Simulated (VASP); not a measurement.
# MgS in VASP: notebook

Runs on MgS. Level: PBEsol. Tasks: single point.

All numbers are computed with VASP 6.6.1; they aren't measurements. Logs are shortened: lines on timing, memory, paths and dates and some standing lists are left out, and cuts for length are marked.

## 1. The cell of the first run

The structure is trigonal, space group R-3m (No. 166). The conventional cell has a = 3.716 Å, b = 3.716 Å, c = 8.832 Å, α = 90.00°, β = 90.00°, γ = 120.00°. Mg (site symmetry -3m) has 6 S at 2.60 Å within 3.4 Å. Within 3.4 Å of S (site symmetry -3m) lie 6 Mg at 2.60 Å.

## 2. Single point, PBEsol (equal xy, yz and zx shear strains of -2 %)

Contents of INCAR:

```
SYSTEM = MgS
  PREC = Accurate
  ENCUT = 520
  EDIFF = 1E-6
  ISMEAR = -1
  SIGMA = 0.03
  LREAL = .FALSE.
  LASPH = .TRUE.
  NELM = 80
  ALGO = Normal
  ISIF = 2
  LWAVE = .FALSE.
  LCHARG = .FALSE.
  GGA = PS
  NBANDS = 11
```

Contents of KPOINTS:

```
Automatic mesh
0
G
  10 10 10
  0 0 0
```

Contents of POSCAR:

```
MgS
1.0
   -0.0520330000      2.5756335000      2.5756335000
    2.5756335000     -0.0520330000      2.5756335000
    2.5756335000      2.5756335000     -0.0520330000
Mg S
1 1
Direct
    0.0000000000      0.0000000000      0.0000000000
    0.5000000000      0.5000000000      0.5000000000
```

Potentials or basis: VASP PAW PBE potentials, release 64 (Mg, S).

Started as:

```bash
$ cat potpaw_PBE.64/Mg/POTCAR potpaw_PBE.64/S/POTCAR > POTCAR
$ mpirun -np 1 vasp_std > vasp.out
```

OUTCAR:

```text
SYSTEM = MgS
   PREC = Accurate
   ENCUT = 520
   EDIFF = 1E-6
   ISMEAR = -1
   LREAL = .FALSE.
   LASPH = .TRUE.
   NELM = 80
   ISIF = 2
   GGA = PS

 ion  position               nearest neighbor table
   1  0.000  0.000  0.000-   2 2.60   2 2.60   2 2.60   2 2.60   2 2.60   2 2.60
   2  0.500  0.500  0.500-   1 2.60   1 2.60   1 2.60   1 2.60   1 2.60   1 2.60

  LATTYP: Found a trigonal (rhomboedric) cell.
 ALAT       =     3.6428674538
 COS(alpha) =     0.4797000918

  Lattice vectors:

 A1 = (  -0.0520330000,   2.5756335000,   2.5756335000)
 A2 = (   2.5756335000,  -0.0520330000,   2.5756335000)
 A3 = (   2.5756335000,   2.5756335000,  -0.0520330000)

Analysis of symmetry for initial positions (statically):
=====================================================================
 Subroutine PRICEL returns:
 Original cell was already a primitive cell.

 Routine SETGRP: Setting up the symmetry group for a
 trigonal (rhombohedral) supercell.

 Subroutine GETGRP returns: Found 12 space group operations
 (whereof 12 operations were pure point group operations)
 out of a pool of 12 trial point group operations.

The static configuration has the point symmetry D_3d.

Analysis of symmetry for dynamics (positions and initial velocities):
=====================================================================
 Subroutine PRICEL returns:
 Original cell was already a primitive cell.

 Routine SETGRP: Setting up the symmetry group for a
 trigonal (rhombohedral) supercell.

 Subroutine GETGRP returns: Found 12 space group operations
 (whereof 12 operations were pure point group operations)
 out of a pool of 12 trial point group operations.

The dynamic configuration has the point symmetry D_3d.

 Subroutine INISYM returns: Found 12 space group operations
 (whereof 12 operations are pure point group operations),
 and found     1 'primitive' translations

----------------------------------------------------------------------------------------

                                     Primitive cell

  volume of cell :      35.2083

  direct lattice vectors                    reciprocal lattice vectors
    -0.052033000  2.575633500  2.575633500    -0.188341237  0.192224562  0.192224562
     2.575633500 -0.052033000  2.575633500     0.192224562 -0.188341237  0.192224562
     2.575633500  2.575633500 -0.052033000     0.192224562  0.192224562 -0.188341237

  length of vectors
     3.642867454  3.642867454  3.642867454     0.330715869  0.330715869  0.330715869

  position of ions in fractional coordinates (direct lattice)
     0.000000000  0.000000000  0.000000000
     0.500000000  0.500000000  0.500000000

  ion indices of the primitive-cell ions
   primitive index   ion index
                 1           1
                 2           2

----------------------------------------------------------------------------------------

 KPOINTS: Automatic mesh

Automatic generation of k-mesh.
 Grid dimensions read from file:
 generate k-points for:   10   10   10

 Generating k-lattice:

  Cartesian coordinates                     Fractional coordinates (reciprocal lattice)
    -0.018834124  0.019222456  0.019222456     0.100000000  0.000000000  0.000000000
     0.019222456 -0.018834124  0.019222456     0.000000000  0.100000000  0.000000000
     0.019222456  0.019222456 -0.018834124     0.000000000  0.000000000  0.100000000

  Length of vectors
     0.033071587  0.033071587  0.033071587

  Shift w.r.t. Gamma in fractional coordinates (k-lattice)
     0.000000000  0.000000000  0.000000000

 Subroutine IBZKPT returns following result:
 ===========================================

 Found    116 irreducible k-points:

 Following reciprocal coordinates:
            Coordinates               Weight
  0.000000  0.000000  0.000000      1.000000
  0.100000 -0.000000 -0.000000      6.000000
  0.200000 -0.000000 -0.000000      6.000000
  0.300000  0.000000  0.000000      6.000000
  0.400000  0.000000  0.000000      6.000000
  0.500000 -0.000000 -0.000000      3.000000
[... 16 lines left out ...]
  0.300000  0.300000 -0.000000      6.000000
  0.400000  0.300000  0.000000     12.000000
 [... further k-points ...]
   k-points           NKPTS =    116   k-points in BZ     NKDIM =    116   number of bands    NBANDS=     11
   number of dos      NEDOS =    301   number of ions     NIONS =      2
   total plane-waves  NPLWV =  21952
   dimension x,y,z NGX =    28 NGY =   28 NGZ =   28
   dimension x,y,z NGXF=    56 NGYF=   56 NGZF=   56
   ions per type =               1   1
   NGX,Y,Z   is equivalent  to a cutoff of  12.78, 12.78, 12.78 a.u.
   NGXF,Y,Z  is equivalent  to a cutoff of  25.56, 25.56, 25.56 a.u.
 SYSTEM =  MgS
   PREC   = accura    normal or accurate (medium, high low for compatibility)
   ISTART =      0    job   : 0-new  1-cont  2-samecut
   ICHARG =      2    charge: 1-file 2-atom 10-const
   ISPIN  =      1    spin polarized calculation?
   LNONCOLLINEAR =      F non collinear calculations
   LSORBIT =      F    spin-orbit coupling
   LASPH  =      T    aspherical Exc in radial PAW
   ENCUT  =  520.0 eV  38.22 Ry    6.18 a.u.   6.77  6.77  6.77*2*pi/ulx,y,z
   NELM   =     80;   NELMIN=  2; NELMDL= -5     # of ELM steps
   EDIFF  = 0.1E-05   stopping-criterion for ELM
   LREAL  =      F    real-space projection
   EDIFFG = 0.1E-04   stopping-criterion for IOM
   NSW    =      0    number of steps for IOM
   IBRION =     -1    ionic relax: 0-MD 1-quasi-New 2-CG
   NFREE  =      0    steps in history (QN), initial steepest desc. (CG)
   ISIF   =      2    stress and relaxation
   ISYM   =      2    0-nonsym 1-usesym 2-fastsym
   POTIM  = 0.5000    time-step for ionic-motion
   TEBEG  =    0.0;   TEEND  =   0.0 temperature during run
   PSTRESS=    0.0 pullay stress
   NELECT =       8.0000    total number of electrons
   NUPDOWN=      -1.0000    fix difference up-down
   EMIN   =  10.00;   EMAX   =-10.00  energy-range for DOS
   EFERMI =   0.00;   METHOD = LEGACY
   ISMEAR =    -1;   SIGMA  =   0.03  broadening in eV -4-tet -1-fermi 0-gaus
   EFERMI_NEDOS =   21; number of points for ismear=-14 and -15
   IALGO  =     38    algorithm
   IMIX   =      4    mixing-type and parameters
     AMIX     =   0.40;   BMIX     =  1.00
     AMIX_MAG =   1.60;   BMIX_MAG =  1.00
  volume/ion in A,a.u.               =      17.60       118.80
  Fermi-wavevector in a.u.,A,eV,Ry     =   0.998979  1.887797 13.578057  0.997959
  Thomas-Fermi vector in A             =   2.131239
   LORBIT       =      0    0 simple, 1 ext, 2 COOP (PROOUT), +10 PAW based schemes
   GGA     = PS    functional components
   LHFCALC =     F    Hartree Fock is set to
   AEXX    =    0.0000 exact exchange contribution
   IVDW    =     0    specifies the selected vdW correction
   LEPSILON=     F    determine dielectric tensor
   LRPA    =     F    only Hartree local field effects (RPA)
 non-spin polarized calculation
  energy-cutoff  :      520.00
  volume of cell :       35.21
 maximum number of plane-waves:       958
   NGX = 13   NGY = 13   NGZ = 13

 number of electron       8.0000000 magnetization

 Free energy of the ion-electron system (eV)
  ---------------------------------------------------
  ext. energy  EPLUGINS =         0.00000000
  ---------------------------------------------------
  free energy    TOTEN  =        -9.06669314 eV

  energy without entropy =       -9.06669314  energy(sigma->0) =       -9.06669314

 E-fermi :   4.4617     XC(G=0):  -9.8382

 val. band max:        3.8569957861   @ k =   0.0000   0.0000   0.0000
 cond. band min:       6.3683691108   @ k =   0.5000   0.5000   0.0000
 fundamental gap:      2.5113733247
 Fermi energy:         4.4616691625

 k-point     1 :       0.0000    0.0000    0.0000
  band No.  band energies     occupation
      1      -9.0051      2.00000
      2       3.5926      2.00000
      3       3.5926      2.00000
      4       3.8570      2.00000
      5       7.2554      0.00000
      6      11.3649      0.00000
      7      11.3649      0.00000
      8      11.9040      0.00000
      9      13.9995      0.00000
     10      13.9995      0.00000
     11      15.9389      0.00000

 k-point     2 :       0.1000   -0.0000   -0.0000
  band No.  band energies     occupation
      1      -8.9082      2.00000
      2       2.8763      2.00000
      3       3.5317      2.00000
      4       3.7617      2.00000
      5       7.8548      0.00000
      6      11.1676      0.00000
      7      11.5555      0.00000
      8      12.0310      0.00000
      9      13.4591      0.00000
     10      13.5542      0.00000
     11      16.4067      0.00000

 k-point     3 :       0.2000   -0.0000   -0.0000
  band No.  band energies     occupation
      1      -8.6347      2.00000
      2       1.4845      2.00000
      3       3.3836      2.00000
      4       3.5860      2.00000
      5       8.5181      0.00000
      6      11.3226      0.00000
      7      11.6132      0.00000
      8      11.9113      0.00000
      9      13.2604      0.00000
     10      13.6342      0.00000
     11      15.8181      0.00000

 k-point     4 :       0.3000    0.0000    0.0000
  band No.  band energies     occupation
      1      -8.2450      2.00000
      2       0.1292      2.00000
      3       3.2190      2.00000
      4       3.3951      2.00000
      5       8.4519      0.00000
      6      11.0680      0.00000
      7      11.3219      0.00000
      8      12.4436      0.00000
      9      14.3476      0.00000
     10      14.8531      0.00000
     11      15.2720      0.00000
[... 239 lines left out ...]
 k-point    22 :      -0.2000    0.2000    0.0000
  band No.  band energies     occupation
      1      -8.1238      2.00000
      2       0.4045      2.00000
      3       1.9564      2.00000
      4       3.3920      2.00000
      5       9.8784      0.00000
      6      10.8427      0.00000
      7      10.9461      0.00000
      8      11.6749      0.00000
      9      13.3697      0.00000
     10      16.8619      0.00000
     11      18.1067      0.00000

 k-point    23 :       0.3000    0.3000   -0.0000
  band No.  band energies     occupation
      1      -7.9924      2.00000
      2       0.5444      2.00000
      3       2.3317      2.00000
      4       2.5716      2.00000
      5       7.9074      0.00000
      6       8.7531      0.00000
      7      12.6252      0.00000
      8      14.4369      0.00000
      9      14.6332      0.00000
     10      15.3977      0.00000
     11      19.7877      0.00000

 k-point    24 :       0.4000    0.3000    0.0000
  band No.  band energies     occupation
      1      -7.7045      2.00000
      2       0.0168      2.00000
      3       1.9212      2.00000
      4       2.4182      2.00000
      5       7.5858      0.00000
      6       8.7215      0.00000
      7      13.0122      0.00000
      8      14.2281      0.00000
      9      15.6097      0.00000
     10      16.9564      0.00000
     11      20.1679      0.00000

 [... further k-points ...]
[... 5 lines left out ...]
  --------------------------------------------------------------------------------------
  -------------------------------------------------------------------------------------
  Total       -0.2485481     -0.2485481     -0.2485481      0.2279203      0.2279203      0.2279203
  in kB      -11.3103399    -11.3103399    -11.3103399     10.3716585     10.3716585     10.3716585
  external PRESSURE =     -11.3103399 kB  Pullay stress =       0.0000000 kB

 VOLUME and BASIS-vectors are now :
 -----------------------------------------------------------------------------
  energy-cutoff  :      520.00
  volume of cell :       35.21
      direct lattice vectors                 reciprocal lattice vectors
    -0.052033000  2.575633500  2.575633500    -0.188341237  0.192224562  0.192224562
     2.575633500 -0.052033000  2.575633500     0.192224562 -0.188341237  0.192224562
     2.575633500  2.575633500 -0.052033000     0.192224562  0.192224562 -0.188341237

 POSITION                                       TOTAL-FORCE (eV/Angst)
 -----------------------------------------------------------------------------------
      0.00000      0.00000      0.00000        -0.000000     -0.000000     -0.000000
      2.54962      2.54962      2.54962         0.000000      0.000000      0.000000
 -----------------------------------------------------------------------------------
    total drift:                                0.000000      0.000000      0.000000

  FREE ENERGIE OF THE ION-ELECTRON SYSTEM (eV)
  ---------------------------------------------------
  free  energy   TOTEN  =        -9.0666931364 eV

  energy  without entropy=       -9.0666931364  energy(sigma->0) =       -9.06669314
```

Wall time 26 s (1 thread of Intel Xeon Platinum 8259CL at 2.50GHz (Skylake/Cascade Lake), shared host); peak memory 0.19 GiB.

Results:

```
Free energy            : -9.0667 eV
Pressure               : -1.1 GPa
Band gap on the k mesh : 2.51 eV, indirect (least direct gap 3.40 eV)
```

Stress tensor (GPa, compression positive):
```
-1.13  1.04  1.04
 1.04 -1.13  1.04
 1.04  1.04 -1.13
```

Levels at points of the mesh, in eV from the valence-band top:
| k point | band 1 | band 2 | band 3 | band 4 | band 5 | band 6 | band 7 | band 8 | band 9 |
| --- | --- | --- | --- | --- | --- | --- | --- | --- | --- |
| (0.00, 0.00, 0.00) | -12.86 | -0.26 | -0.26 | 0.00 | 3.40 | 7.51 | 7.51 | 8.05 | 10.14 |
| (0.50, 0.00, 0.00) | -11.56 | -5.11 | -0.80 | -0.65 | 4.28 | 6.60 | 6.88 | 9.90 | 11.75 |
| (0.50, 0.50, 0.00) | -11.15 | -4.44 | -2.01 | -1.75 | 2.51 | 4.08 | 11.63 | 12.62 | 13.03 |
| (0.50, 0.50, 0.50) | -11.45 | -4.97 | -0.91 | -0.91 | 4.02 | 6.42 | 6.42 | 9.81 | 11.89 |

Caveat: the cell differs from its parent crystal (equal xy, yz and zx shear strains of -2 %); the PAW data sets were made with another functional, which shifts forces and pressure a little.

## 3. Single point, PBEsol (equal xy, yz and zx shear strains of -1 %)

Contents of INCAR:

```
SYSTEM = MgS
ALGO = Normal
EDIFF = 1E-6
ENCUT = 520
GGA = PS
ISIF = 2
ISMEAR = -1
LASPH = .True.
LCHARG = .True.
LELF = .True.
LREAL = .False.
LVHAR = .True.
LWAVE = .False.
NBANDS = 11
NELM = 80
PREC = Accurate
SIGMA = 0.03
```

Contents of KPOINTS:

```
k-points
0
Gamma
  10 10 10
  0 0 0
```

Contents of POSCAR:

```
MgS
1.0
   -0.0260165000      2.5886417500      2.5886417500
    2.5886417500     -0.0260165000      2.5886417500
    2.5886417500      2.5886417500     -0.0260165000
Mg S
1 1
Direct
    0.0000000000      0.0000000000      0.0000000000
    0.5000000000      0.5000000000      0.5000000000
```

Potentials or basis: VASP PAW PBE potentials, release 64 (Mg, S).

Started as:

```bash
$ cat potpaw_PBE.64/Mg/POTCAR potpaw_PBE.64/S/POTCAR > POTCAR
$ mpirun -np 1 vasp_std > vasp.out
```

OUTCAR:

```text
SYSTEM = MgS
   EDIFF = 1E-6
   ENCUT = 520
   GGA = PS
   ISIF = 2
   ISMEAR = -1
   LASPH = .True.
   LREAL = .False.
   NELM = 80
   PREC = Accurate

 ion  position               nearest neighbor table
   1  0.000  0.000  0.000-   2 2.60   2 2.60   2 2.60   2 2.60   2 2.60   2 2.60
   2  0.500  0.500  0.500-   1 2.60   1 2.60   1 2.60   1 2.60   1 2.60   1 2.60

  LATTYP: Found a trigonal (rhomboedric) cell.
 ALAT       =     3.6609847142
 COS(alpha) =     0.4899250057

  Lattice vectors:

[... 513 lines left out ...]
      6       8.7384      0.00000
      7      13.0429      0.00000
      8      14.1699      0.00000
      9      15.6474      0.00000
     10      16.9248      0.00000
     11      20.2066      0.00000

 [... further k-points ...]
[... 5 lines left out ...]
  --------------------------------------------------------------------------------------
  -------------------------------------------------------------------------------------
  Total       -0.2527561     -0.2527561     -0.2527561      0.1157555      0.1157555      0.1157555
  in kB      -11.4992162    -11.4992162    -11.4992162      5.2663337      5.2663337      5.2663337
  external PRESSURE =     -11.4992162 kB  Pullay stress =       0.0000000 kB

 VOLUME and BASIS-vectors are now :
 -----------------------------------------------------------------------------
  energy-cutoff  :      520.00
  volume of cell :       35.22
      direct lattice vectors                 reciprocal lattice vectors
    -0.026016500  2.588641750  2.588641750    -0.190263774  0.192195386  0.192195386
     2.588641750 -0.026016500  2.588641750     0.192195386 -0.190263774  0.192195386
     2.588641750  2.588641750 -0.026016500     0.192195386  0.192195386 -0.190263774

 POSITION                                       TOTAL-FORCE (eV/Angst)
 -----------------------------------------------------------------------------------
      0.00000      0.00000      0.00000        -0.000000      0.000000      0.000000
      2.57563      2.57563      2.57563         0.000000     -0.000000     -0.000000
 -----------------------------------------------------------------------------------
    total drift:                                0.000000      0.000000      0.000000

  FREE ENERGIE OF THE ION-ELECTRON SYSTEM (eV)
  ---------------------------------------------------
  free  energy   TOTEN  =        -9.0718418459 eV

  energy  without entropy=       -9.0718418459  energy(sigma->0) =       -9.07184185
```

OSZICAR:

```text
N       E                     dE             d eps       ncg     rms          rms(c)
DAV:   1     0.207381654594E+02    0.20738E+02   -0.35986E+03  2648   0.593E+02
DAV:   2    -0.804085815953E+01   -0.28779E+02   -0.27358E+02  3218   0.994E+01
DAV:   3    -0.943425618089E+01   -0.13934E+01   -0.13901E+01  3147   0.229E+01
DAV:   4    -0.944265850075E+01   -0.84023E-02   -0.84015E-02  3046   0.212E+00
DAV:   5    -0.944272714603E+01   -0.68645E-04   -0.68645E-04  3200   0.189E-01    0.411E+00
DAV:   6    -0.911568433127E+01    0.32704E+00   -0.69266E-01  2909   0.323E+00    0.310E+00
DAV:   7    -0.907477859968E+01    0.40906E-01   -0.18302E-01  3106   0.181E+00    0.192E+00
DAV:   8    -0.907207081023E+01    0.27078E-02   -0.10389E-02  2834   0.586E-01    0.735E-01
DAV:   9    -0.907185228353E+01    0.21853E-03   -0.50363E-04  2976   0.124E-01    0.320E-01
DAV:  10    -0.907184143978E+01    0.10844E-04   -0.15683E-04  2992   0.554E-02    0.592E-03
DAV:  11    -0.907184184593E+01   -0.40616E-06   -0.19056E-06  2951   0.850E-03
   1 F= -.90718418E+01 E0= -.90718418E+01  d E =-.486755E-11
```

stdout:

```text
POSCAR found type information on POSCAR MgS
 POSCAR found :  2 types and       2 ions
 scaLAPACK will be used
 -----------------------------------------------------------------------------
|                                                                             |
|                                                                             |
|     You enforced a specific xc type in the INCAR file but a different       |
|     I HOPE YOU KNOW WHAT YOU ARE DOING!                                     |
|                                                                             |
 -----------------------------------------------------------------------------

 LDA part: xc-table for (Slater+PW92), standard interpolation
 POSCAR, INCAR and KPOINTS ok, starting setup
 FFT: planning ... GRIDC
 FFT: planning ... GRID_SOFT
 FFT: planning ... GRID
 WAVECAR not read
 entering main loop
```

Run time: 27 s. Hardware: 1 thread of Intel Xeon Platinum 8259CL at 2.50GHz (Skylake/Cascade Lake), shared host; peak memory 0.19 GiB.

What came out:

```
Free energy            : -9.0718 eV
Pressure               : -1.1 GPa
Band gap on the k mesh : 2.61 eV, indirect (least direct gap 3.50 eV)
```

Stress tensor (GPa, compression positive):
```
-1.15  0.53  0.53
 0.53 -1.15  0.53
 0.53  0.53 -1.15
```

Levels at points of the mesh, in eV from the valence-band top:
```csv
k point,band 1,band 2,band 3,band 4,band 5,band 6,band 7,band 8
"(0.00, 0.00, 0.00)",-12.77,-0.13,-0.13,0.00,3.50,7.68,7.68,7.94
"(0.50, 0.00, 0.00)",-11.46,-5.00,-0.70,-0.63,4.34,6.71,6.85,9.98
"(0.50, 0.50, 0.00)",-11.07,-4.35,-1.86,-1.73,2.61,4.16,11.76,12.73
"(0.50, 0.50, 0.50)",-11.41,-4.94,-0.76,-0.76,4.21,6.62,6.62,9.94
```

Caveat: the cell differs from its parent crystal (equal xy, yz and zx shear strains of -1 %); the PAW data sets were made with another functional, which shifts forces and pressure a little. A k mesh can miss the band edges.

(Part 1 of 2 ends here.)
